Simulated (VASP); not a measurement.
# ZnO (P6_3/mmc) in VASP: notebook

ZnO is run at these levels: r2SCAN, PBE; tasks: single point.

Program: VASP 6.6.1. These are calculated values, not measurements. Logs are shortened: lines on timing, memory, paths and dates and some standing lists are left out, and cuts for length are marked.

## (1) The cell of the first run

The structure is hexagonal, space group P6_3/mmc (No. 194). Conventional cell: a = 2.977 Å, b = 2.977 Å, c = 5.126 Å, α = 90.00°, β = 90.00°, γ = 120.00°. Within 2.8 Å of Zn (site symmetry -3m) lie 6 O at 2.14 Å and 2 Zn at 2.56 Å. Within 2.8 Å of O (site symmetry -6m2) lie 6 Zn at 2.14 Å.

## (2) Single point, r2SCAN

File POSCAR:

```
ZnO
1.0
    2.9768605358      0.0000000000      0.0000000000
   -1.4884302679      2.5780368475      0.0000000000
    0.0000000000      0.0000000000      5.1256341728
Zn O
2 2
Direct
    0.0000000000      0.0000000000      0.0000000000
    0.0000000000      0.0000000000      0.5000000000
    0.3333333333      0.6666666667      0.2500000000
    0.6666666667      0.3333333333      0.7500000000
```

File INCAR.step1:

```
SYSTEM = ZnO
  PREC = Accurate
  ENCUT = 520
  ISMEAR = 0
  SIGMA = 0.01
  LREAL = .False.
  LASPH = .True.
  NELM = 100
  NBANDS = 26
  GGA = PE
  ALGO = Normal
  EDIFF = 1E-4
  LWAVE = .True.
  LCHARG = .False.
```

File INCAR.step2:

```
SYSTEM = ZnO
  PREC = Accurate
  ENCUT = 520
  EDIFF = 1E-6
  ISMEAR = 0
  SIGMA = 0.01
  LREAL = .False.
  LASPH = .True.
  NELM = 100
  ALGO = Normal
  ISIF = 2
  LWAVE = .False.
  LCHARG = .True.
  METAGGA = R2SCAN
  LMIXTAU = .True.
  LELF = .True.
  LVHAR = .True.
  NBANDS = 26
  ISTART = 1
```

File KPOINTS:

```
Automatic mesh
0
Gamma
  9 9 4
  0 0 0
```

Potentials or basis: VASP PAW PBE potentials, release 64 (Zn, O).

Started as:

```sh
cat potpaw_PBE.64/Zn/POTCAR potpaw_PBE.64/O/POTCAR > POTCAR
cp INCAR.step1 INCAR
mpirun -np 1 vasp_std > vasp.out
cp INCAR.step2 INCAR
mpirun -np 1 vasp_std > vasp.out
```

OUTCAR:

```text
SYSTEM = ZnO
   PREC = Accurate
   ENCUT = 520
   EDIFF = 1E-6
   ISMEAR = 0
   LREAL = .False.
   LASPH = .True.
   NELM = 100
   ISIF = 2
   METAGGA = R2SCAN
   ISTART = 1

 ion  position               nearest neighbor table
   1  0.000  0.000  0.000-   3 2.14   4 2.14   3 2.14   4 2.14   4 2.14   3 2.14   2 2.56   2 2.56

   2  0.000  0.000  0.500-   3 2.14   4 2.14   3 2.14   4 2.14   4 2.14   3 2.14   1 2.56   1 2.56

   3  0.333  0.667  0.250-   1 2.14   2 2.14   1 2.14   2 2.14   1 2.14   2 2.14
   4  0.667  0.333  0.750-   1 2.14   2 2.14   1 2.14   2 2.14   1 2.14   2 2.14

  LATTYP: Found a hexagonal cell.
 ALAT       =     2.9768605358
 C/A-ratio  =     1.7218254302

  Lattice vectors:

 A1 = (   2.9768605358,   0.0000000000,   0.0000000000)
 A2 = (  -1.4884302679,   2.5780368475,   0.0000000000)
 A3 = (   0.0000000000,   0.0000000000,   5.1256341728)

Analysis of symmetry for initial positions (statically):
=====================================================================
 Subroutine PRICEL returns:
 Original cell was already a primitive cell.

 Routine SETGRP: Setting up the symmetry group for a
 hexagonal supercell.

 Subroutine GETGRP returns: Found 24 space group operations
 (whereof 12 operations were pure point group operations)
 out of a pool of 24 trial point group operations.

The static configuration has the point symmetry D_3d.
 The point group associated with its full space group is D_6h.

Analysis of symmetry for dynamics (positions and initial velocities):
=====================================================================
 Subroutine PRICEL returns:
 Original cell was already a primitive cell.

 Routine SETGRP: Setting up the symmetry group for a
 hexagonal supercell.

 Subroutine GETGRP returns: Found 24 space group operations
 (whereof 12 operations were pure point group operations)
 out of a pool of 24 trial point group operations.

The dynamic configuration has the point symmetry D_3d.
 The point group associated with its full space group is D_6h.

 Subroutine INISYM returns: Found 24 space group operations
 (whereof 12 operations are pure point group operations),
 and found     1 'primitive' translations

----------------------------------------------------------------------------------------

                                     Primitive cell

  volume of cell :      39.3365

  direct lattice vectors                    reciprocal lattice vectors
     2.976860536  0.000000000  0.000000000     0.335924370  0.193946025  0.000000000
    -1.488430268  2.578036847  0.000000000     0.000000000  0.387892051  0.000000000
     0.000000000  0.000000000  5.125634173     0.000000000  0.000000000  0.195097810

  length of vectors
     2.976860536  2.976860536  5.125634173     0.387892051  0.387892051  0.195097810

  position of ions in fractional coordinates (direct lattice)
     0.000000000  0.000000000  0.000000000
     0.000000000  0.000000000  0.500000000
     0.333333333  0.666666667  0.250000000
     0.666666667  0.333333333  0.750000000

  ion indices of the primitive-cell ions
   primitive index   ion index
                 1           1
                 2           2
                 3           3
                 4           4

----------------------------------------------------------------------------------------

 KPOINTS: Automatic mesh

Automatic generation of k-mesh.
 Grid dimensions read from file:
 generate k-points for:    9    9    4

 Generating k-lattice:

  Cartesian coordinates                     Fractional coordinates (reciprocal lattice)
     0.037324930  0.021549558  0.000000000     0.111111111  0.000000000  0.000000000
     0.000000000  0.043099117  0.000000000     0.000000000  0.111111111  0.000000000
     0.000000000  0.000000000  0.048774452     0.000000000  0.000000000  0.250000000

  Length of vectors
     0.043099117  0.043099117  0.048774452

  Shift w.r.t. Gamma in fractional coordinates (k-lattice)
     0.000000000  0.000000000  0.000000000

 Subroutine IBZKPT returns following result:
 ===========================================

 Found     36 irreducible k-points:

 Following reciprocal coordinates:
            Coordinates               Weight
  0.000000  0.000000  0.000000      1.000000
  0.111111  0.000000  0.000000      6.000000
  0.222222  0.000000  0.000000      6.000000
  0.333333 -0.000000  0.000000      6.000000
  0.444444  0.000000  0.000000      6.000000
  0.111111  0.111111  0.000000      6.000000
[... 16 lines left out ...]
  0.333333  0.222222  0.250000     24.000000
  0.333333  0.333333  0.250000      4.000000
 [... further k-points ...]
   k-points           NKPTS =     36   k-points in BZ     NKDIM =     36   number of bands    NBANDS=     26
   number of dos      NEDOS =    301   number of ions     NIONS =      4
   total plane-waves  NPLWV =  23040
   dimension x,y,z NGX =    24 NGY =   24 NGZ =   40
   dimension x,y,z NGXF=    48 NGYF=   48 NGZF=   80
   ions per type =               2   2
   NGX,Y,Z   is equivalent  to a cutoff of  13.40, 13.40, 12.97 a.u.
   NGXF,Y,Z  is equivalent  to a cutoff of  26.81, 26.81, 25.95 a.u.
 SYSTEM =  ZnO
   PREC   = accura    normal or accurate (medium, high low for compatibility)
   ISTART =      1    job   : 0-new  1-cont  2-samecut
   ICHARG =      0    charge: 1-file 2-atom 10-const
   ISPIN  =      1    spin polarized calculation?
   LNONCOLLINEAR =      F non collinear calculations
   LSORBIT =      F    spin-orbit coupling
   LASPH  =      T    aspherical Exc in radial PAW
   ENCUT  =  520.0 eV  38.22 Ry    6.18 a.u.   5.53  5.53  9.53*2*pi/ulx,y,z
   NELM   =    100;   NELMIN=  2; NELMDL=  0     # of ELM steps
   EDIFF  = 0.1E-05   stopping-criterion for ELM
   LREAL  =      F    real-space projection
   EDIFFG = 0.1E-04   stopping-criterion for IOM
   NSW    =      0    number of steps for IOM
   IBRION =     -1    ionic relax: 0-MD 1-quasi-New 2-CG
   NFREE  =      0    steps in history (QN), initial steepest desc. (CG)
   ISIF   =      2    stress and relaxation
   ISYM   =      2    0-nonsym 1-usesym 2-fastsym
   POTIM  = 0.5000    time-step for ionic-motion
   TEBEG  =    0.0;   TEEND  =   0.0 temperature during run
   PSTRESS=    0.0 pullay stress
   NELECT =      36.0000    total number of electrons
   NUPDOWN=      -1.0000    fix difference up-down
   EMIN   =  10.00;   EMAX   =-10.00  energy-range for DOS
   EFERMI =   0.00;   METHOD = LEGACY
   ISMEAR =     0;   SIGMA  =   0.01  broadening in eV -4-tet -1-fermi 0-gaus
   EFERMI_NEDOS =   21; number of points for ismear=-14 and -15
   IALGO  =     38    algorithm
   IMIX   =      4    mixing-type and parameters
     AMIX     =   0.40;   BMIX     =  1.00
     AMIX_MAG =   1.60;   BMIX_MAG =  1.00
  volume/ion in A,a.u.               =       9.83        66.36
  Fermi-wavevector in a.u.,A,eV,Ry     =   1.589439  3.003605 34.372630  2.526317
  Thomas-Fermi vector in A             =   2.688288
   LORBIT       =      0    0 simple, 1 ext, 2 COOP (PROOUT), +10 PAW based schemes
   METAGGA = R2SCAN    functional components
   LHFCALC =     F    Hartree Fock is set to
   AEXX    =    0.0000 exact exchange contribution
   IVDW    =     0    specifies the selected vdW correction
   LEPSILON=     F    determine dielectric tensor
   LRPA    =     F    only Hartree local field effects (RPA)
 non-spin polarized calculation
 Gauss-broadening in eV      SIGMA  =   0.01
  energy-cutoff  :      520.00
  volume of cell :       39.34
 maximum number of plane-waves:      1093
 NGX is ok and might be reduce to    24
   NGX = 11   NGY = 11   NGZ = 19

 number of electron      35.9999981 magnetization

 Free energy of the ion-electron system (eV)
  ---------------------------------------------------
  ext. energy  EPLUGINS =         0.00000000
  ---------------------------------------------------
  free energy    TOTEN  =       -35.53059881 eV

  energy without entropy =      -35.53059881  energy(sigma->0) =      -35.53059881

 E-fermi :   2.4159     XC(G=0): -13.0361

 val. band max:        2.3185749162   @ k =   0.0000   0.0000   0.0000
 cond. band min:       3.6585343585   @ k =   0.0000   0.0000   0.0000
 fundamental gap:      1.3399594422
 Fermi energy:         2.4158614872

 k-point     1 :       0.0000    0.0000    0.0000
  band No.  band energies     occupation
      1     -17.1863      2.00000
      2     -16.0193      2.00000
      3      -5.1540      2.00000
      4      -3.6437      2.00000
      5      -3.6436      2.00000
      6      -3.3799      2.00000
[... 18 lines left out ...]
     25      21.3345      0.00000
     26      21.6619      0.00000

 k-point     2 :       0.1111    0.0000    0.0000
  band No.  band energies     occupation
      1     -17.0646      2.00000
      2     -15.9778      2.00000
      3      -4.9431      2.00000
      4      -3.6169      2.00000
      5      -3.6148      2.00000
      6      -3.3867      2.00000
[... 18 lines left out ...]
     25      19.2651      0.00000
     26      20.1806      0.00000

 k-point     3 :       0.2222    0.0000    0.0000
  band No.  band energies     occupation
      1     -16.7343      2.00000
      2     -15.8733      2.00000
      3      -4.3817      2.00000
      4      -3.5941      2.00000
      5      -3.5772      2.00000
      6      -3.5162      2.00000
[... 18 lines left out ...]
     25      18.1973      0.00000
     26      18.2998      0.00000

 k-point     4 :       0.3333   -0.0000    0.0000
  band No.  band energies     occupation
      1     -16.3039      2.00000
      2     -15.7681      2.00000
      3      -4.3396      2.00000
      4      -3.9152      2.00000
      5      -3.6512      2.00000
      6      -3.3526      2.00000
[... 18 lines left out ...]
     25      16.9174      0.00000
     26      18.7585      0.00000

 k-point     5 :       0.4444    0.0000    0.0000
  band No.  band energies     occupation
      1     -15.9390      2.00000
      2     -15.7535      2.00000
      3      -4.9799      2.00000
      4      -3.9402      2.00000
      5      -3.7207      2.00000
      6      -3.2629      2.00000
[... 18 lines left out ...]
     25      16.1911      0.00000
     26      19.0422      0.00000

 k-point     6 :       0.1111    0.1111    0.0000
  band No.  band energies     occupation
      1     -16.8383      2.00000
      2     -15.9042      2.00000
      3      -4.5506      2.00000
      4      -3.6411      2.00000
      5      -3.5415      2.00000
      6      -3.4238      2.00000
[... 427 lines left out ...]
 k-point    21 :       0.4444    0.1111    0.2500
  band No.  band energies     occupation
      1     -15.8149      2.00000
      2     -15.7710      2.00000
      3      -4.7755      2.00000
      4      -3.9318      2.00000
      5      -3.7264      2.00000
      6      -3.2704      2.00000
[... 18 lines left out ...]
     25      15.6950      0.00000
     26      18.8548      0.00000

 k-point    22 :       0.2222    0.2222    0.2500
  band No.  band energies     occupation
      1     -16.0506      2.00000
      2     -15.7742      2.00000
      3      -4.3152      2.00000
      4      -3.8210      2.00000
      5      -3.5898      2.00000
      6      -3.5111      2.00000
[... 18 lines left out ...]
     25      14.7263      0.00000
     26      20.1002      0.00000

 k-point    23 :       0.3333    0.2222    0.2500
  band No.  band energies     occupation
      1     -15.8087      2.00000
      2     -15.7146      2.00000
      3      -4.4589      2.00000
      4      -3.9131      2.00000
      5      -3.6641      2.00000
      6      -3.5511      2.00000
[... 18 lines left out ...]
     25      14.7783      0.00000
     26      19.7627      0.00000

 k-point    24 :       0.3333    0.3333    0.2500
  band No.  band energies     occupation
      1     -15.7091      2.00000
      2     -15.7091      2.00000
      3      -4.1494      2.00000
      4      -3.9817      2.00000
      5      -3.9817      2.00000
      6      -3.4617      2.00000
[... 18 lines left out ...]
     25      14.7980      0.00000
     26      20.3540      0.00000

 [... further k-points ...]
[... 5 lines left out ...]
  --------------------------------------------------------------------------------------
  -------------------------------------------------------------------------------------
  Total        0.2860924      0.2860924      0.3613362      0.0000000      0.0000000      0.0000000
  in kB       11.6525682     11.6525682     14.7172547      0.0000000      0.0000000      0.0000000
  external PRESSURE =      12.6741304 kB  Pullay stress =       0.0000000 kB

 VOLUME and BASIS-vectors are now :
 -----------------------------------------------------------------------------
  energy-cutoff  :      520.00
  volume of cell :       39.34
      direct lattice vectors                 reciprocal lattice vectors
     2.976860536  0.000000000  0.000000000     0.335924370  0.193946025  0.000000000
    -1.488430268  2.578036847  0.000000000     0.000000000  0.387892051  0.000000000
     0.000000000  0.000000000  5.125634173     0.000000000  0.000000000  0.195097810

 POSITION                                       TOTAL-FORCE (eV/Angst)
 -----------------------------------------------------------------------------------
      0.00000      0.00000      0.00000         0.000000      0.000000     -0.000000
      0.00000      0.00000      2.56282        -0.000000      0.000000     -0.000000
     -0.00000      1.71869      1.28141         0.000000     -0.000000      0.000000
      1.48843      0.85935      3.84423        -0.000000      0.000000      0.000000
 -----------------------------------------------------------------------------------
    total drift:                               -0.000000      0.000000     -0.000000

  FREE ENERGIE OF THE ION-ELECTRON SYSTEM (eV)
  ---------------------------------------------------
  free  energy   TOTEN  =       -35.5305988066 eV

  energy  without entropy=      -35.5305988066  energy(sigma->0) =      -35.53059881
```

Wall time 1.7 min (1 thread of AMD EPYC 9R45 (Zen 5), shared host); peak memory 0.15 GiB.

Results:

| Quantity | Value |
| --- | --- |
| Free energy | -35.5306 eV |
| Pressure | 1.3 GPa |
| Band gap on the k mesh | 1.34 eV, direct |

Caveat: the PAW data sets were made with another functional, which shifts forces and pressure a little.

(Continued in part 2 of 3.)
